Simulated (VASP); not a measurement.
# CdS (P1) in VASP: single point with PBEsol

Aim: the single point of CdS with PBEsol.

Everything below comes from runs of VASP 6.6.1. Logs are shortened: lines on timing, memory, paths and dates and some standing lists are left out, and cuts for length are marked.

### 1 The cell of the first run

The typed cell holds 2 atoms: a = 4.078 Å, b = 3.997 Å, c = 3.925 Å, α = 59.35°, β = 59.34°, γ = 59.56°.

### 2 Single point, PBEsol (atoms moved at random and the cell strained at random)

Contents of INCAR:

```
SYSTEM = CdS
PREC     = Accurate       ! precision mode
ENCUT    = 520            ! plane-wave cutoff, eV
EDIFF    = 1E-6           ! SCF threshold, eV
ISMEAR   = 0              ! smearing method
SIGMA    = 0.05           ! smearing width, eV
LREAL    = .FALSE.        ! projectors in reciprocal space
LASPH    = .TRUE.         ! aspherical terms in the spheres
NELM     = 80             ! most SCF steps
ALGO     = Normal         ! electronic algorithm
ISIF     = 2              ! what is computed and relaxed
LWAVE    = .FALSE.        ! write WAVECAR
LCHARG   = .FALSE.        ! write CHGCAR
GGA      = PS             ! functional
NBANDS   = 16             ! bands
```

Contents of KPOINTS:

```
Automatic mesh
0
G
  12 12 12
  0 0 0
```

Contents of POSCAR:

```
CdS
1.0
   -0.0186119294      2.8752677741      2.8922552896
    2.8029675866      0.0246140014      2.8490293588
    2.7606777588      2.7897520154      0.0669038292
Cd S
1 1
Direct
    0.0055480008      0.0228185370     -0.0006664865
    0.4944519992      0.4771814630      0.5006664865
```

Potentials or basis: VASP PAW PBE potentials, release 64 (Cd, S).

Started as:

```console
cat potpaw_PBE.64/Cd/POTCAR potpaw_PBE.64/S/POTCAR > POTCAR
mpirun -np 1 vasp_std > vasp.out
```

OUTCAR:

```text
SYSTEM = CdS
   PREC = Accurate
   ENCUT = 520
   EDIFF = 1E-6
   ISMEAR = 0
   LREAL = .FALSE.
   LASPH = .TRUE.
   NELM = 80
   ISIF = 2
   GGA = PS

 ion  position               nearest neighbor table
   1  0.006  0.023  0.999-   2 2.67   2 2.68   2 2.80   2 2.86   2 2.92   2 3.00
   2  0.494  0.477  0.501-   1 2.67   1 2.68   1 2.80   1 2.86   1 2.92   1 3.00

  LATTYP: Found a triclinic cell.
 ALAT       =     3.9967738775
 B/A-ratio  =     0.9814800996
 C/A-ratio  =     1.0204016922
 COS(alpha) =     0.0059580332
 COS(beta)  =     0.5066669741
 COS(gamma) =     0.5087797963

  Lattice vectors:

 A1 = (  -2.8029675866,  -0.0246140014,  -2.8490293588)
 A2 = (  -0.0422898278,   2.7651380140,  -2.7821255296)
 A3 = (   0.0186119294,  -2.8752677741,  -2.8922552896)

Analysis of symmetry for initial positions (statically):
=====================================================================
 Subroutine PRICEL returns:
 Original cell was already a primitive cell.

 Routine SETGRP: Setting up the symmetry group for a
 triclinic supercell.

 Subroutine GETGRP returns: Found  1 space group operations
 (whereof  1 operations were pure point group operations)
 out of a pool of  2 trial point group operations.

The static configuration has the point symmetry C_1 .

Analysis of symmetry for dynamics (positions and initial velocities):
=====================================================================
 Subroutine PRICEL returns:
 Original cell was already a primitive cell.

 Routine SETGRP: Setting up the symmetry group for a
 triclinic supercell.

 Subroutine GETGRP returns: Found  1 space group operations
 (whereof  1 operations were pure point group operations)
 out of a pool of  2 trial point group operations.

The dynamic configuration has the point symmetry C_1 .

 Subroutine INISYM returns: Found  1 space group operations
 (whereof  1 operations are pure point group operations),
 and found     1 'primitive' translations

----------------------------------------------------------------------------------------

                                     Primitive cell

  volume of cell :      44.6431

  direct lattice vectors                    reciprocal lattice vectors
    -0.018611929  2.875267774  2.892255290    -0.177999220  0.171980018  0.173635602
     2.802967587  0.024614001  2.849029359     0.176428316 -0.178881583  0.178966264
     2.760677759  2.789752015  0.066903829     0.181898897  0.182781260 -0.180537167

  length of vectors
     4.078314828  3.996773878  3.925370571     0.302341150  0.308471223  0.314785429

  position of ions in fractional coordinates (direct lattice)
     0.005548001  0.022818537  0.999333513
     0.494451999  0.477181463  0.500666487

  ion indices of the primitive-cell ions
   primitive index   ion index
                 1           1
                 2           2

----------------------------------------------------------------------------------------

 KPOINTS: Automatic mesh

Automatic generation of k-mesh.
 Grid dimensions read from file:
 generate k-points for:   12   12   12

 Generating k-lattice:

  Cartesian coordinates                     Fractional coordinates (reciprocal lattice)
    -0.014833268  0.014331668  0.014469633     0.083333333  0.000000000  0.000000000
     0.014702360 -0.014906799  0.014913855    -0.000000000  0.083333333 -0.000000000
     0.015158241  0.015231772 -0.015044764     0.000000000  0.000000000  0.083333333

  Length of vectors
     0.025195096  0.025705935  0.026232119

  Shift w.r.t. Gamma in fractional coordinates (k-lattice)
     0.000000000  0.000000000  0.000000000

 Subroutine IBZKPT returns following result:
 ===========================================

 Found    868 irreducible k-points:

 Following reciprocal coordinates:
            Coordinates               Weight
  0.000000  0.000000  0.000000      1.000000
  0.083333  0.000000 -0.000000      2.000000
  0.166667  0.000000 -0.000000      2.000000
  0.250000  0.000000 -0.000000      2.000000
  0.333333  0.000000 -0.000000      2.000000
  0.416667  0.000000 -0.000000      2.000000
[... 16 lines left out ...]
  0.250000  0.166667  0.000000      2.000000
  0.333333  0.166667  0.000000      2.000000
 [... further k-points ...]
   k-points           NKPTS =    868   k-points in BZ     NKDIM =    868   number of bands    NBANDS=     16
   number of dos      NEDOS =    301   number of ions     NIONS =      2
   total plane-waves  NPLWV =  27000
   dimension x,y,z NGX =    30 NGY =   30 NGZ =   30
   dimension x,y,z NGXF=    60 NGYF=   60 NGZF=   60
   ions per type =               1   1
   NGX,Y,Z   is equivalent  to a cutoff of  12.23, 12.48, 12.71 a.u.
   NGXF,Y,Z  is equivalent  to a cutoff of  24.46, 24.96, 25.41 a.u.
 SYSTEM =  CdS
   PREC   = accura    normal or accurate (medium, high low for compatibility)
   ISTART =      0    job   : 0-new  1-cont  2-samecut
   ICHARG =      2    charge: 1-file 2-atom 10-const
   ISPIN  =      1    spin polarized calculation?
   LNONCOLLINEAR =      F non collinear calculations
   LSORBIT =      F    spin-orbit coupling
   LASPH  =      T    aspherical Exc in radial PAW
   ENCUT  =  520.0 eV  38.22 Ry    6.18 a.u.   7.58  7.43  7.30*2*pi/ulx,y,z
   NELM   =     80;   NELMIN=  2; NELMDL= -5     # of ELM steps
   EDIFF  = 0.1E-05   stopping-criterion for ELM
   LREAL  =      F    real-space projection
   EDIFFG = 0.1E-04   stopping-criterion for IOM
   NSW    =      0    number of steps for IOM
   IBRION =     -1    ionic relax: 0-MD 1-quasi-New 2-CG
   NFREE  =      0    steps in history (QN), initial steepest desc. (CG)
   ISIF   =      2    stress and relaxation
   ISYM   =      2    0-nonsym 1-usesym 2-fastsym
   POTIM  = 0.5000    time-step for ionic-motion
   TEBEG  =    0.0;   TEEND  =   0.0 temperature during run
   PSTRESS=    0.0 pullay stress
   NELECT =      18.0000    total number of electrons
   NUPDOWN=      -1.0000    fix difference up-down
   EMIN   =  10.00;   EMAX   =-10.00  energy-range for DOS
   EFERMI =   0.00;   METHOD = LEGACY
   ISMEAR =     0;   SIGMA  =   0.05  broadening in eV -4-tet -1-fermi 0-gaus
   EFERMI_NEDOS =   21; number of points for ismear=-14 and -15
   IALGO  =     38    algorithm
   IMIX   =      4    mixing-type and parameters
     AMIX     =   0.40;   BMIX     =  1.00
     AMIX_MAG =   1.60;   BMIX_MAG =  1.00
  volume/ion in A,a.u.               =      22.32       150.63
  Fermi-wavevector in a.u.,A,eV,Ry     =   1.209430  2.285492 19.901537  1.462722
  Thomas-Fermi vector in A             =   2.345008
   LORBIT       =      0    0 simple, 1 ext, 2 COOP (PROOUT), +10 PAW based schemes
   GGA     = PS    functional components
   LHFCALC =     F    Hartree Fock is set to
   AEXX    =    0.0000 exact exchange contribution
   IVDW    =     0    specifies the selected vdW correction
   LEPSILON=     F    determine dielectric tensor
   LRPA    =     F    only Hartree local field effects (RPA)
 non-spin polarized calculation
 Gauss-broadening in eV      SIGMA  =   0.05
  energy-cutoff  :      520.00
  volume of cell :       44.64
 maximum number of plane-waves:      1226
   NGX = 15   NGY = 15   NGZ = 15

 number of electron      18.0000002 magnetization

 Free energy of the ion-electron system (eV)
  ---------------------------------------------------
  ext. energy  EPLUGINS =         0.00000000
  ---------------------------------------------------
  free energy    TOTEN  =        -6.49871002 eV

  energy without entropy =       -6.49868566  energy(sigma->0) =       -6.49869784

 E-fermi :   2.1172     XC(G=0): -10.1738

 val. band max:        2.0430530129   @ k =  -0.2500   0.1667   0.0000
 cond. band min:       2.1570822836   @ k =   0.0000   0.5000   0.5000
 fundamental gap:      0.1140292707
 Fermi energy:         2.1171709555

 k-point     1 :       0.0000    0.0000    0.0000
  band No.  band energies     occupation
      1     -10.2819      2.00000
      2      -5.4966      2.00000
      3      -5.4786      2.00000
      4      -5.4560      2.00000
      5      -5.4434      2.00000
      6      -5.4303      2.00000
[... 8 lines left out ...]
     15      12.8963      0.00000
     16      13.0562      0.00000

 k-point     2 :       0.0833    0.0000   -0.0000
  band No.  band energies     occupation
      1     -10.2329      2.00000
      2      -5.5177      2.00000
      3      -5.4752      2.00000
      4      -5.4584      2.00000
      5      -5.4378      2.00000
      6      -5.4264      2.00000
[... 8 lines left out ...]
     15      12.4122      0.00000
     16      12.8426      0.00000

 k-point     3 :       0.1667    0.0000   -0.0000
  band No.  band energies     occupation
      1     -10.0936      2.00000
      2      -5.5598      2.00000
      3      -5.5052      2.00000
      4      -5.4627      2.00000
      5      -5.4111      2.00000
      6      -5.4057      2.00000
[... 8 lines left out ...]
     15      12.3296      0.00000
     16      12.7044      0.00000

 k-point     4 :       0.2500    0.0000   -0.0000
  band No.  band energies     occupation
      1      -9.8876      2.00000
      2      -5.6088      2.00000
      3      -5.5533      2.00000
      4      -5.4816      2.00000
      5      -5.3744      2.00000
      6      -5.3675      2.00000
[... 8 lines left out ...]
     15      12.7432      0.00000
     16      12.8929      0.00000
[... 324 lines left out ...]
 k-point    22 :       0.1667    0.1667    0.0000
  band No.  band energies     occupation
      1     -10.0452      2.00000
      2      -5.5687      2.00000
      3      -5.4876      2.00000
      4      -5.4455      2.00000
      5      -5.4084      2.00000
      6      -5.3965      2.00000
[... 8 lines left out ...]
     15      14.1352      0.00000
     16      14.6490      0.00000

 k-point    23 :       0.2500    0.1667    0.0000
  band No.  band energies     occupation
      1      -9.9139      2.00000
      2      -5.5738      2.00000
      3      -5.5031      2.00000
      4      -5.4523      2.00000
      5      -5.3857      2.00000
      6      -5.3607      2.00000
[... 8 lines left out ...]
     15      14.1697      0.00000
     16      14.8096      0.00000

 k-point    24 :       0.3333    0.1667    0.0000
  band No.  band energies     occupation
      1      -9.7391      2.00000
      2      -5.5665      2.00000
      3      -5.5244      2.00000
      4      -5.4792      2.00000
      5      -5.3492      2.00000
      6      -5.3195      2.00000
[... 8 lines left out ...]
     15      14.4858      0.00000
     16      14.7561      0.00000

 [... further k-points ...]

------------------------ aborting loop because EDIFF is reached ----------------------------------------

  FORCE on cell =-STRESS in cart. coord.  units (eV):
  Direction    XX          YY          ZZ          XY          YZ          ZX
  --------------------------------------------------------------------------------------
  -------------------------------------------------------------------------------------
  Total       -1.7608012     -2.1146817     -1.7514159      0.1889902     -0.3297350     -0.0777678
  in kB      -63.1926361    -75.8929005    -62.8558097      6.7825887    -11.8337177     -2.7909747
  external PRESSURE =     -67.3137821 kB  Pullay stress =       0.0000000 kB

 VOLUME and BASIS-vectors are now :
 -----------------------------------------------------------------------------
  energy-cutoff  :      520.00
  volume of cell :       44.64
      direct lattice vectors                 reciprocal lattice vectors
    -0.018611929  2.875267774  2.892255290    -0.177999220  0.171980018  0.173635602
     2.802967587  0.024614001  2.849029359     0.176428316 -0.178881583  0.178966264
     2.760677759  2.789752015  0.066903829     0.181898897  0.182781260 -0.180537167

 POSITION                                       TOTAL-FORCE (eV/Angst)
 -----------------------------------------------------------------------------------
      2.82269      2.80441      0.14792        -0.074646      0.002057     -0.026128
      2.71050      2.83016      2.82308         0.074646     -0.002057      0.026128
 -----------------------------------------------------------------------------------
    total drift:                               -0.000227     -0.000285     -0.000682

  FREE ENERGIE OF THE ION-ELECTRON SYSTEM (eV)
  ---------------------------------------------------
  free  energy   TOTEN  =        -6.4987100157 eV

  energy  without entropy=       -6.4986856586  energy(sigma->0) =       -6.49869784
```

Wall time 14 min (1 thread of Oxide Virtual Turin-like, shared host); peak memory 0.63 GiB.

What came out:

```yaml
Free_energy: -6.4987 eV
Pressure: -6.7 GPa
Largest_force: 0.079 eV/Å
Band_gap_on_the_k_mesh: 0.11 eV, indirect (least direct gap 0.81 eV)
```

Forces on the atoms (eV/Å):
```
Cd  -0.075  0.002 -0.026
S    0.075 -0.002  0.026
```

Stress tensor (GPa, compression positive):
```
-6.32  0.68 -0.28
 0.68 -7.59 -1.18
-0.28 -1.18 -6.29
```

Caveat: the cell differs from its parent crystal (atoms moved at random and the cell strained at random); the PAW data sets were made with another functional, which shifts forces and pressure a little.
